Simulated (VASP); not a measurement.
# Hf (I4/mmm) in VASP: notebook

Runs on Hf. Level: LDA. Tasks: single point.

Everything below comes from runs of VASP 6.6.1. Logs are shortened: lines on timing, memory, paths and dates and some standing lists are left out, and cuts for length are marked.

## Step 1: The cell of the first run

It takes space group I4/mmm (No. 139, tetragonal). Conventional cell: a = 3.245 Å, b = 3.245 Å, c = 4.249 Å, α = 90.00°, β = 90.00°, γ = 90.00°. Within 4.3 Å of Hf (site symmetry 4/mmm) lie 14 Hf at 3.13 to 4.25 Å.

## Step 2: Single point, LDA (22.38 Å³/atom)

INCAR reads:

```
ALGO = Fast ; EDIFF = 1E-7
ENCUT = 520 ; ISIF = 2
ISMEAR = 0 ; LASPH = True
LCHARG = True ; LELF = True
LREAL = False ; LVHAR = True
LWAVE = False ; NBANDS = 11
NELM = 60 ; PREC = Accurate
SIGMA = 0.15
```

KPOINTS reads:

```
k-points
0
Gamma
  20 20 20
```

POSCAR reads:

```
Hf
1.0
    0.0000000000      2.2948839645      2.1243740859
    2.2948839645      0.0000000000      2.1243740859
    2.2948839645      2.2948839645      0.0000000000
Hf
1
Direct
    0.0000000000      0.0000000000      0.0000000000
```

Potentials or basis: VASP PAW LDA potentials, release 64 (Hf_pv).

On the command line:

```sh
cat potpaw_LDA.64/Hf_pv/POTCAR > POTCAR
mpirun -np 1 vasp_std > vasp.out
```

OUTCAR:

```text
EDIFF = 1E-7
   ENCUT = 520
   ISIF = 2
   ISMEAR = 0
   LASPH = True
   LREAL = False
   NELM = 60
   PREC = Accurate

 ion  position               nearest neighbor table
   1  0.000  0.000  0.000-

  LATTYP: Found a body centered tetragonal cell.
 ALAT       =     3.2454560267
 C/A-ratio  =     1.3091374947

  Lattice vectors:

 A1 = (   0.0000000000,  -2.2948839645,  -2.1243740859)
 A2 = (   0.0000000000,   2.2948839645,  -2.1243740859)
 A3 = (   2.2948839645,   0.0000000000,   2.1243740859)

Analysis of symmetry for initial positions (statically):
=====================================================================
 Subroutine PRICEL returns:
 Original cell was already a primitive cell.

 Routine SETGRP: Setting up the symmetry group for a
 body centered tetragonal supercell.

 Subroutine GETGRP returns: Found 16 space group operations
 (whereof 16 operations were pure point group operations)
 out of a pool of 16 trial point group operations.

The static configuration has the point symmetry D_4h.

Analysis of symmetry for dynamics (positions and initial velocities):
=====================================================================
 Subroutine PRICEL returns:
 Original cell was already a primitive cell.

 Routine SETGRP: Setting up the symmetry group for a
 body centered tetragonal supercell.

 Subroutine GETGRP returns: Found 16 space group operations
 (whereof 16 operations were pure point group operations)
 out of a pool of 16 trial point group operations.

The dynamic configuration has the point symmetry D_4h.

 Subroutine INISYM returns: Found 16 space group operations
 (whereof 16 operations are pure point group operations),
 and found     1 'primitive' translations

----------------------------------------------------------------------------------------

                                     Primitive cell

  volume of cell :      22.3760

  direct lattice vectors                    reciprocal lattice vectors
     0.000000000  2.294883964  2.124374086    -0.217875940  0.217875940  0.235363443
     2.294883964  0.000000000  2.124374086     0.217875940 -0.217875940  0.235363443
     2.294883964  2.294883964  0.000000000     0.217875940  0.217875940 -0.235363443

  length of vectors
     3.127212444  3.127212444  3.245456027     0.387731609  0.387731609  0.387731609

  position of ions in fractional coordinates (direct lattice)
     0.000000000  0.000000000  0.000000000

  ion indices of the primitive-cell ions
   primitive index   ion index
                 1           1

----------------------------------------------------------------------------------------
[... 76 lines left out ...]
   ISIF   =      2    stress and relaxation
   ISYM   =      2    0-nonsym 1-usesym 2-fastsym
   POTIM  = 0.5000    time-step for ionic-motion
   TEBEG  =    0.0;   TEEND  =   0.0 temperature during run
   PSTRESS=    0.0 pullay stress
   NELECT =      10.0000    total number of electrons
   NUPDOWN=      -1.0000    fix difference up-down
   EMIN   =  10.00;   EMAX   =-10.00  energy-range for DOS
   EFERMI =   0.00;   METHOD = LEGACY
   ISMEAR =     0;   SIGMA  =   0.15  broadening in eV -4-tet -1-fermi 0-gaus
   EFERMI_NEDOS =   21; number of points for ismear=-14 and -15
   IALGO  =     68    algorithm
   IMIX   =      4    mixing-type and parameters
     AMIX     =   0.40;   BMIX     =  1.00
     AMIX_MAG =   1.60;   BMIX_MAG =  1.00
  volume/ion in A,a.u.               =      22.38       151.00
  Fermi-wavevector in a.u.,A,eV,Ry     =   1.251644  2.365263 21.315046  1.566612
  Thomas-Fermi vector in A             =   2.385581
   LORBIT       =      0    0 simple, 1 ext, 2 COOP (PROOUT), +10 PAW based schemes
   GGA     = CA    functional components
   LHFCALC =     F    Hartree Fock is set to
   AEXX    =    0.0000 exact exchange contribution
   IVDW    =     0    specifies the selected vdW correction
   LEPSILON=     F    determine dielectric tensor
   LRPA    =     F    only Hartree local field effects (RPA)
 non-spin polarized calculation
 RMM-DIIS sequential band-by-band and
 Gauss-broadening in eV      SIGMA  =   0.15
  energy-cutoff  :      520.00
  volume of cell :       22.38
 maximum number of plane-waves:       620
   NGX = 11   NGY = 11   NGZ = 13

 number of electron      10.0000000 magnetization

 number of electron       9.9999998 magnetization

 Free energy of the ion-electron system (eV)
  ---------------------------------------------------
  ext. energy  EPLUGINS =         0.00000000
  ---------------------------------------------------
  free energy    TOTEN  =       -10.58529679 eV

  energy without entropy =      -10.56675302  energy(sigma->0) =      -10.57602491

 E-fermi :   4.6044     XC(G=0): -11.4712

 val. band max:        4.6036785347   @ k =  -0.2000   0.0000   0.1000
 cond. band min:       4.6077205398   @ k =  -0.3500   0.1500   0.3000
 fundamental gap:      0.0040420051
 Fermi energy:         4.6043650659

 k-point     1 :       0.0000    0.0000    0.0000
  band No.  band energies     occupation
      1     -25.2528      2.00000
      2     -25.2528      2.00000
      3     -25.2459      2.00000
      4      -2.5315      2.00000
      5       5.7023      0.00000
      6       5.7023      0.00000
      7       6.5368      0.00000
      8       8.0347      0.00000
      9       9.2052      0.00000
     10      16.1219      0.00000
     11      16.7204      0.00000
[... 309 lines left out ...]
 k-point    24 :      -0.3500    0.0500    0.0000
  band No.  band energies     occupation
      1     -25.9388      2.00000
      2     -25.3774      2.00000
      3     -25.3292      2.00000
      4       0.6212      2.00000
      5       4.6947      0.39441
      6       5.5269      0.00000
      7       6.3346      0.00000
      8       9.6177      0.00000
      9      10.1289      0.00000
     10      14.9875      0.00000
     11      17.1957      0.00000

 [... further k-points ...]
[... 5 lines left out ...]
  --------------------------------------------------------------------------------------
  -------------------------------------------------------------------------------------
  Total       -1.2490101     -1.2490101     -0.7569383      0.0000000      0.0000000     -0.0000000
  in kB      -89.4322336    -89.4322336    -54.1986680      0.0000000      0.0000000     -0.0000000
  external PRESSURE =     -77.6877117 kB  Pullay stress =       0.0000000 kB

 VOLUME and BASIS-vectors are now :
 -----------------------------------------------------------------------------
  energy-cutoff  :      520.00
  volume of cell :       22.38
      direct lattice vectors                 reciprocal lattice vectors
     0.000000000  2.294883964  2.124374086    -0.217875940  0.217875940  0.235363443
     2.294883964  0.000000000  2.124374086     0.217875940 -0.217875940  0.235363443
     2.294883964  2.294883964  0.000000000     0.217875940  0.217875940 -0.235363443

 POSITION                                       TOTAL-FORCE (eV/Angst)
 -----------------------------------------------------------------------------------
      0.00000      0.00000      0.00000        -0.000000      0.000000      0.000000
 -----------------------------------------------------------------------------------
    total drift:                               -0.000000      0.000000      0.000000

  FREE ENERGIE OF THE ION-ELECTRON SYSTEM (eV)
  ---------------------------------------------------
  free  energy   TOTEN  =       -10.5852967904 eV

  energy  without entropy=      -10.5667530234  energy(sigma->0) =      -10.57602491
```

OSZICAR:

```text
N       E                     dE             d eps       ncg     rms          rms(c)
DAV:   1     0.119494761637E+02    0.11949E+02   -0.57472E+03 14254   0.841E+02
DAV:   2    -0.105337906944E+02   -0.22483E+02   -0.21717E+02 17988   0.152E+02
DAV:   3    -0.109571906074E+02   -0.42340E+00   -0.41834E+00 17733   0.145E+01
DAV:   4    -0.109587791853E+02   -0.15886E-02   -0.15883E-02 16387   0.106E+00
DAV:   5    -0.109587875065E+02   -0.83212E-05   -0.83211E-05 17779   0.681E-02    0.456E+01
RMM:   6    -0.106802210778E+02    0.27857E+00   -0.18376E-01 14504   0.273E+00    0.264E+01
RMM:   7    -0.105892299981E+02    0.90991E-01   -0.34195E-01 15705   0.380E+00    0.130E+00
RMM:   8    -0.105851303217E+02    0.40997E-02   -0.22075E-02 15638   0.118E+00    0.265E-01
RMM:   9    -0.105852823936E+02   -0.15207E-03   -0.21142E-03 18817   0.382E-01    0.839E-02
RMM:  10    -0.105852906902E+02   -0.82966E-05   -0.26456E-04 18628   0.134E-01    0.530E-02
RMM:  11    -0.105852963832E+02   -0.56930E-05   -0.59334E-05 19905   0.599E-02    0.987E-03
RMM:  12    -0.105852967592E+02   -0.37602E-06   -0.55243E-06 18134   0.179E-02    0.147E-02
RMM:  13    -0.105852967790E+02   -0.19841E-07   -0.21854E-06 18075   0.106E-02    0.480E-03
RMM:  14    -0.105852967904E+02   -0.11387E-07   -0.30409E-07 15902   0.396E-03
   1 F= -.10585297E+02 E0= -.10576025E+02  d E =-.185438E-01
```

stdout:

```text
POSCAR found type information on POSCAR Hf
 POSCAR found :  1 types and       1 ions
 scaLAPACK will be used
 LDA part: xc-table for (Slater(with rela. corr.)+CA(PZ))
 , standard interpolation
 POSCAR, INCAR and KPOINTS ok, starting setup
 FFT: planning ... GRIDC
 FFT: planning ... GRID_SOFT
 FFT: planning ... GRID
 WAVECAR not read
 entering main loop
```

Run time: 74 s. Hardware: 1 thread of Intel Xeon Platinum 8488C (Sapphire Rapids), shared host; peak memory 0.26 GiB.

What came out:

- Free energy: -10.5853 eV
- Pressure: -7.8 GPa
- Band gap on the k mesh: zero (bands 5 and 6 overlap by 1.87 eV)

Stress tensor (GPa, compression positive):
```
-8.94  0.00  0.00
 0.00 -8.94  0.00
 0.00  0.00 -5.42
```

Caveat: the cell stands under tension; spin-orbit coupling is left out, which moves the levels of the heavy elements.

## Step 3: Single point, LDA (22.38 Å³/atom)

INCAR reads:

```
SYSTEM = Hf
  PREC = Accurate
  ENCUT = 520
  EDIFF = 1E-6
  ISMEAR = 0
  SIGMA = 0.15
  LREAL = .False.
  LASPH = .True.
  NELM = 100
  ALGO = Fast
  ISIF = 2
  LWAVE = .False.
  LCHARG = .False.
  NBANDS = 11
```

KPOINTS reads:

```
regular mesh
0
Gamma
  20 20 20
  0 0 0
```

POSCAR reads:

```
Hf
1.0
    0.0000000000      2.4161464281      1.9164873468
    2.4161464281      0.0000000000      1.9164873468
    2.4161464281      2.4161464281      0.0000000000
Hf
1
Direct
    0.0000000000      0.0000000000      0.0000000000
```

Potentials or basis: VASP PAW LDA potentials, release 64 (Hf_pv).

On the command line:

```sh
cat potpaw_LDA.64/Hf_pv/POTCAR > POTCAR
mpirun -np 1 vasp_std > vasp.out
```

Run time: 82 s. Hardware: 1 thread of Intel Xeon Platinum 8488C (Sapphire Rapids), shared host; peak memory 0.26 GiB.

Results (log left out):

| Quantity | Value |
| --- | --- |
| Free energy | -10.5216 eV |
| Pressure | -8.4 GPa |
| Band gap on the k mesh | zero (bands 5 and 6 overlap by 2.17 eV) |

Stress tensor (GPa, compression positive):
```
-9.55  0.00  0.00
 0.00 -9.55  0.00
 0.00  0.00 -5.94
```

Levels at points of the mesh, in eV from the Fermi level:
| k point | band 1 | band 2 | band 3 | band 4 | band 5 | band 6 | band 7 | band 8 | band 9 | band 10 |
| --- | --- | --- | --- | --- | --- | --- | --- | --- | --- | --- |
| (0.00, 0.00, 0.00) | -29.74 | -29.74 | -29.74 | -7.02 | 1.11 | 1.11 | 2.26 | 3.27 | 4.82 | 12.32 |
| (0.50, 0.00, 0.00) | -30.58 | -29.97 | -29.74 | -3.47 | -0.11 | 0.98 | 3.04 | 5.23 | 7.23 | 9.82 |
| (0.50, 0.50, 0.00) | -30.43 | -30.24 | -30.24 | -2.80 | -2.45 | 5.59 | 6.41 | 6.80 | 6.80 | 8.15 |
| (0.50, 0.00, 0.50) | -30.55 | -30.05 | -29.80 | -3.32 | -1.35 | 1.65 | 5.07 | 5.59 | 7.60 | 10.20 |

Caveat: the cell stands under tension; spin-orbit coupling is left out, which moves the levels of the heavy elements.

(Part 1 of 2 ends here.)
